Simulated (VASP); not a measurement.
# CdHg2Se3 (I-4m2) in VASP: single point with PBE

Aim: the single point of CdHg2Se3 with PBE.

All numbers are computed with VASP 6.6.1; they aren't measurements. Logs are shortened: lines on timing, memory, paths and dates and some standing lists are left out, and cuts for length are marked.

### 1 The cell of the first run

Symmetry: I-4m2, No. 119, tetragonal system. The conventional cell has a = 4.415 Å, b = 4.415 Å, c = 18.698 Å, α = 90.00°, β = 90.00°, γ = 90.00°. Within 3.5 Å of Cd (site symmetry -4m2) lie 4 Se at 2.69 Å. Within 3.6 Å of Hg (site symmetry 2mm) lie 4 Se at 2.71 Å. Se (site symmetry -4m2) has 4 Hg at 2.71 Å within 3.6 Å. Se (site symmetry 2mm) has 2 Cd at 2.69 Å and 2 Hg at 2.71 Å within 3.5 Å.

### 2 Single point, PBE

Input file INCAR:

```
PREC     = Accurate       # precision mode
ENCUT    = 520            # plane-wave cutoff, eV
EDIFF    = 1E-6           # SCF threshold, eV
ISMEAR   = -1             # smearing method
SIGMA    = 0.15           # smearing width, eV
LREAL    = False          # projectors in reciprocal space
LASPH    = True           # aspherical terms in the spheres
NELM     = 100            # most SCF steps
ALGO     = Normal         # electronic algorithm
ISIF     = 2              # what is computed and relaxed
LWAVE    = False          # write WAVECAR
LCHARG   = True           # write CHGCAR
GGA      = PE             # functional
LELF     = True           # ELF
LVHAR    = True         
NBANDS   = 36             # bands
```

Input file KPOINTS:

```
regular mesh
0
Gamma
  12 12 12
```

Input file POSCAR:

```
CdHg2Se3
1.0
   -2.2074386029      2.2074386029      9.3491757379
    2.2074386029     -2.2074386029      9.3491757379
    2.2074386029      2.2074386029     -9.3491757379
Cd Hg Se
1 2 3
Direct
    0.5000000000      0.5000000000      0.0000000000
    0.8339441036      0.8339441036      0.0000000000
    0.1660558964      0.1660558964      0.0000000000
    0.2500000000      0.7500000000      0.5000000000
    0.5819192722      0.0819192722      0.5000000000
    0.9180807278      0.4180807278      0.5000000000
```

Potentials or basis: VASP PAW PBE potentials, release 64 (Cd, Hg, Se).

On the command line:

```
$ cat potpaw_PBE.64/Cd/POTCAR potpaw_PBE.64/Hg/POTCAR potpaw_PBE.64/Se/POTCAR > POTCAR
$ mpirun -np 1 vasp_std > vasp.out
```

OUTCAR:

```text
PREC = Accurate
   ENCUT = 520
   EDIFF = 1E-6
   ISMEAR = -1
   LREAL = False
   LASPH = True
   NELM = 100
   ISIF = 2
   GGA = PE

 ion  position               nearest neighbor table
   1  0.500  0.500  0.000-   5 2.69   6 2.69   5 2.69   6 2.69
   2  0.834  0.834  0.000-   4 2.71   4 2.71   6 2.71   6 2.71
   3  0.166  0.166  0.000-   4 2.71   4 2.71   5 2.71   5 2.71
   4  0.250  0.750  0.500-   2 2.71   3 2.71   2 2.71   3 2.71
   5  0.582  0.082  0.500-   1 2.69   1 2.69   3 2.71   3 2.71
   6  0.918  0.418  0.500-   1 2.69   1 2.69   2 2.71   2 2.71

  LATTYP: Found a body centered tetragonal cell.
 ALAT       =     4.4148772058
 C/A-ratio  =     4.2353049936

  Lattice vectors:

 A1 = (  -2.2074386029,   2.2074386029,   9.3491757379)
 A2 = (   2.2074386029,  -2.2074386029,   9.3491757379)
 A3 = (   2.2074386029,   2.2074386029,  -9.3491757379)

Analysis of symmetry for initial positions (statically):
=====================================================================
 Subroutine PRICEL returns:
 Original cell was already a primitive cell.

 Routine SETGRP: Setting up the symmetry group for a
 body centered tetragonal supercell.

 Subroutine GETGRP returns: Found  8 space group operations
 (whereof  8 operations were pure point group operations)
 out of a pool of 16 trial point group operations.

The static configuration has the point symmetry D_2d.

Analysis of symmetry for dynamics (positions and initial velocities):
=====================================================================
 Subroutine PRICEL returns:
 Original cell was already a primitive cell.

 Routine SETGRP: Setting up the symmetry group for a
 body centered tetragonal supercell.

 Subroutine GETGRP returns: Found  8 space group operations
 (whereof  8 operations were pure point group operations)
 out of a pool of 16 trial point group operations.

The dynamic configuration has the point symmetry D_2d.

 Subroutine INISYM returns: Found  8 space group operations
 (whereof  8 operations are pure point group operations),
 and found     1 'primitive' translations

----------------------------------------------------------------------------------------

                                     Primitive cell

  volume of cell :     182.2261

  direct lattice vectors                    reciprocal lattice vectors
    -2.207438603  2.207438603  9.349175738     0.000000000  0.226506866  0.053480650
     2.207438603 -2.207438603  9.349175738     0.226506866  0.000000000  0.053480650
     2.207438603  2.207438603 -9.349175738     0.226506866  0.226506866  0.000000000

  length of vectors
     9.856604758  9.856604758  9.856604758     0.232734914  0.232734914  0.320329082

  position of ions in fractional coordinates (direct lattice)
     0.500000000  0.500000000  0.000000000
     0.833944104  0.833944104  0.000000000
     0.166055896  0.166055896  0.000000000
     0.250000000  0.750000000  0.500000000
     0.581919272  0.081919272  0.500000000
     0.918080728  0.418080728  0.500000000

  ion indices of the primitive-cell ions
   primitive index   ion index
                 1           1
                 2           2
                 3           3
                 4           4
                 5           5
                 6           6

----------------------------------------------------------------------------------------

 KPOINTS: regular mesh

Automatic generation of k-mesh.
 Grid dimensions read from file:
 generate k-points for:   12   12   12

 Generating k-lattice:

  Cartesian coordinates                     Fractional coordinates (reciprocal lattice)
     0.000000000  0.018875572  0.004456721     0.083333333  0.000000000  0.000000000
     0.018875572  0.000000000  0.004456721     0.000000000  0.083333333  0.000000000
     0.018875572  0.018875572  0.000000000     0.000000000  0.000000000  0.083333333

  Length of vectors
     0.019394576  0.019394576  0.026694090

  Shift w.r.t. Gamma in fractional coordinates (k-lattice)
     0.000000000  0.000000000  0.000000000

 Subroutine IBZKPT returns following result:
 ===========================================

 Found    163 irreducible k-points:

 Following reciprocal coordinates:
            Coordinates               Weight
  0.000000  0.000000  0.000000      1.000000
  0.083333  0.000000  0.000000      8.000000
  0.166667  0.000000  0.000000      8.000000
  0.250000  0.000000  0.000000      8.000000
  0.333333  0.000000  0.000000      8.000000
  0.416667  0.000000  0.000000      8.000000
[... 16 lines left out ...]
  0.500000  0.166667  0.000000     16.000000
 -0.416667  0.166667  0.000000     16.000000
 [... further k-points ...]
   k-points           NKPTS =    163   k-points in BZ     NKDIM =    163   number of bands    NBANDS=     36
   number of dos      NEDOS =    301   number of ions     NIONS =      6
   total plane-waves  NPLWV = 512000
   dimension x,y,z NGX =    80 NGY =   80 NGZ =   80
   dimension x,y,z NGXF=   160 NGYF=  160 NGZF=  160
   ions per type =               1   2   3
   NGX,Y,Z   is equivalent  to a cutoff of  13.49, 13.49, 13.49 a.u.
   NGXF,Y,Z  is equivalent  to a cutoff of  26.99, 26.99, 26.99 a.u.
 SYSTEM =  unknown system
   PREC   = accura    normal or accurate (medium, high low for compatibility)
   ISTART =      0    job   : 0-new  1-cont  2-samecut
   ICHARG =      2    charge: 1-file 2-atom 10-const
   ISPIN  =      1    spin polarized calculation?
   LNONCOLLINEAR =      F non collinear calculations
   LSORBIT =      F    spin-orbit coupling
   LASPH  =      T    aspherical Exc in radial PAW
   ENCUT  =  520.0 eV  38.22 Ry    6.18 a.u.  18.33 18.33 18.33*2*pi/ulx,y,z
   NELM   =    100;   NELMIN=  2; NELMDL= -5     # of ELM steps
   EDIFF  = 0.1E-05   stopping-criterion for ELM
   LREAL  =      F    real-space projection
   EDIFFG = 0.1E-04   stopping-criterion for IOM
   NSW    =      0    number of steps for IOM
   IBRION =     -1    ionic relax: 0-MD 1-quasi-New 2-CG
   NFREE  =      0    steps in history (QN), initial steepest desc. (CG)
   ISIF   =      2    stress and relaxation
   ISYM   =      2    0-nonsym 1-usesym 2-fastsym
   POTIM  = 0.5000    time-step for ionic-motion
   TEBEG  =    0.0;   TEEND  =   0.0 temperature during run
   PSTRESS=    0.0 pullay stress
   NELECT =      54.0000    total number of electrons
   NUPDOWN=      -1.0000    fix difference up-down
   EMIN   =  10.00;   EMAX   =-10.00  energy-range for DOS
   EFERMI =   0.00;   METHOD = LEGACY
   ISMEAR =    -1;   SIGMA  =   0.15  broadening in eV -4-tet -1-fermi 0-gaus
   EFERMI_NEDOS =   21; number of points for ismear=-14 and -15
   IALGO  =     38    algorithm
   IMIX   =      4    mixing-type and parameters
     AMIX     =   0.40;   BMIX     =  1.00
     AMIX_MAG =   1.60;   BMIX_MAG =  1.00
  volume/ion in A,a.u.               =      30.37       204.95
  Fermi-wavevector in a.u.,A,eV,Ry     =   1.091447  2.062535 16.208022  1.191256
  Thomas-Fermi vector in A             =   2.227692
   LORBIT       =      0    0 simple, 1 ext, 2 COOP (PROOUT), +10 PAW based schemes
   GGA     = PE    functional components
   LHFCALC =     F    Hartree Fock is set to
   AEXX    =    0.0000 exact exchange contribution
   IVDW    =     0    specifies the selected vdW correction
   LEPSILON=     F    determine dielectric tensor
   LRPA    =     F    only Hartree local field effects (RPA)
 non-spin polarized calculation
  energy-cutoff  :      520.00
  volume of cell :      182.23
 maximum number of plane-waves:      4938
 NGX is ok and might be reduce to    80
   NGX = 37   NGY = 37   NGZ = 37

 number of electron      54.0000001 magnetization

 Free energy of the ion-electron system (eV)
  ---------------------------------------------------
  ext. energy  EPLUGINS =         0.00000000
  ---------------------------------------------------
  free energy    TOTEN  =       -13.66573731 eV

  energy without entropy =      -13.64783886  energy(sigma->0) =      -13.65678808

 E-fermi :   1.1838     XC(G=0):  -8.6418

 val. band max:        0.9476957319   @ k =  -0.0833  -0.0833   0.0833
 cond. band min:       1.2162060035   @ k =  -0.1667  -0.1667   0.1667
 fundamental gap:      0.2685102716
 Fermi energy:         1.1837989363

 k-point     1 :       0.0000    0.0000    0.0000
  band No.  band energies     occupation
      1     -11.8959      2.00000
      2     -11.5297      2.00000
      3     -11.5083      2.00000
      4      -7.1130      2.00000
      5      -7.1130      2.00000
      6      -7.0020      2.00000
[... 28 lines left out ...]
     35       6.5069      0.00000
     36       8.5448      0.00000

 k-point     2 :       0.0833    0.0000    0.0000
  band No.  band energies     occupation
      1     -11.8793      2.00000
      2     -11.5359      2.00000
      3     -11.4944      2.00000
      4      -7.1121      2.00000
      5      -7.1104      2.00000
      6      -6.9897      2.00000
[... 28 lines left out ...]
     35       6.6055      0.00000
     36       8.0893      0.00000

 k-point     3 :       0.1667    0.0000    0.0000
  band No.  band energies     occupation
      1     -11.8323      2.00000
      2     -11.5390      2.00000
      3     -11.4719      2.00000
      4      -7.1098      2.00000
      5      -7.1000      2.00000
      6      -6.9616      2.00000
[... 28 lines left out ...]
     35       6.8481      0.00000
     36       7.5777      0.00000
[... 742 lines left out ...]
 k-point    23 :       0.5000    0.1667    0.0000
  band No.  band energies     occupation
      1     -11.5446      2.00000
      2     -11.4776      2.00000
      3     -11.4523      2.00000
      4      -7.0852      2.00000
      5      -6.9926      2.00000
      6      -6.9435      2.00000
[... 28 lines left out ...]
     35       7.3287      0.00000
     36       7.4317      0.00000

 k-point    24 :      -0.4167    0.1667    0.0000
  band No.  band energies     occupation
      1     -11.5760      2.00000
      2     -11.4812      2.00000
      3     -11.4426      2.00000
      4      -7.0873      2.00000
      5      -7.0000      2.00000
      6      -6.9398      2.00000
[... 28 lines left out ...]
     35       7.3222      0.00000
     36       7.6453      0.00000

 [... further k-points ...]

------------------------ aborting loop because EDIFF is reached ----------------------------------------

  FORCE on cell =-STRESS in cart. coord.  units (eV):
  Direction    XX          YY          ZZ          XY          YZ          ZX
  --------------------------------------------------------------------------------------
  -------------------------------------------------------------------------------------
  Total        0.2348643      0.2348643      0.2380605      0.0000000      0.0000000      0.0000000
  in kB        2.0649853      2.0649853      2.0930870      0.0000000      0.0000000      0.0000000
  external PRESSURE =       2.0743525 kB  Pullay stress =       0.0000000 kB

 VOLUME and BASIS-vectors are now :
 -----------------------------------------------------------------------------
  energy-cutoff  :      520.00
  volume of cell :      182.23
      direct lattice vectors                 reciprocal lattice vectors
    -2.207438603  2.207438603  9.349175738     0.000000000  0.226506866  0.053480650
     2.207438603 -2.207438603  9.349175738     0.226506866  0.000000000  0.053480650
     2.207438603  2.207438603 -9.349175738     0.226506866  0.226506866  0.000000000

 POSITION                                       TOTAL-FORCE (eV/Angst)
 -----------------------------------------------------------------------------------
      0.00000      0.00000      9.34918        -0.000000      0.000000     -0.000000
      0.00000      0.00000     15.59338        -0.000000     -0.000000     -0.000297
      0.00000      0.00000      3.10497         0.000000      0.000000      0.000297
      2.20744      0.00000      4.67459         0.000000      0.000000     -0.000000
      0.00000      2.20744      1.53176         0.000000      0.000000      0.000642
      0.00000      2.20744      7.81742        -0.000000     -0.000000     -0.000642
 -----------------------------------------------------------------------------------
    total drift:                                0.000000     -0.000000      0.000000

  FREE ENERGIE OF THE ION-ELECTRON SYSTEM (eV)
  ---------------------------------------------------
  free  energy   TOTEN  =       -13.6657373117 eV

  energy  without entropy=      -13.6478388566  energy(sigma->0) =      -13.65678808
```

Wall time 47 min (1 thread of Intel Xeon 6975P-C (Granite Rapids), shared host); peak memory 1.6 GiB.

Results:

| Item | Value |
| --- | --- |
| Free energy | -13.6657 eV |
| Pressure | 0.2 GPa |
| Band gap on the k mesh | zero (filled and empty bands touch) |

Caveat: semilocal functionals underestimate gaps, so a narrow gap can read as zero; spin-orbit coupling is left out, which moves the levels of the heavy elements.
